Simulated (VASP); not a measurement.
Crystal: Si.

```
CELL_PARAMETERS angstrom
0.00000 2.72185 2.72185
2.72185 0.00000 2.72185
2.72185 2.72185 0.00000
ATOMIC_POSITIONS crystal
Si 0.50000 0.50000 0.50000
Si 0.75000 0.75000 0.75000
```

Program: VASP 6.6.1. Alike in all runs: task single point; cell as given; k mesh 8 × 8 × 8.

Q: Order these runs on this cell by their pressure, lowest first.
A. level LDA; potentials or basis VASP PAW LDA potentials, release 64 (Si); spin off; cutoff (eV) 400; smearing gaussian 0.03 eV; tolerance level tight; purpose restart; start from scratch
B. level pbesol exchange, pbe correlation; potentials or basis VASP PAW PBE potentials, release 64 (Si); spin collinear; fixed moment (μB) 1.0; cutoff (eV) 500; smearing gaussian 0.025 eV; dipole correction no
C. level b88 exchange, pbe correlation; potentials or basis VASP PAW PBE potentials, release 64 (Si); spin off; cutoff (eV) 500; smearing fermi-dirac 0.05 eV; dipole correction no

A: A (-2.1 GPa), B (-0.4 GPa), C (1.3 GPa).

Caveats: the PAW data sets were made with another functional, which shifts forces and pressure a little (at least some runs); the total moment is fixed, so each spin has its own Fermi level (at least some runs).
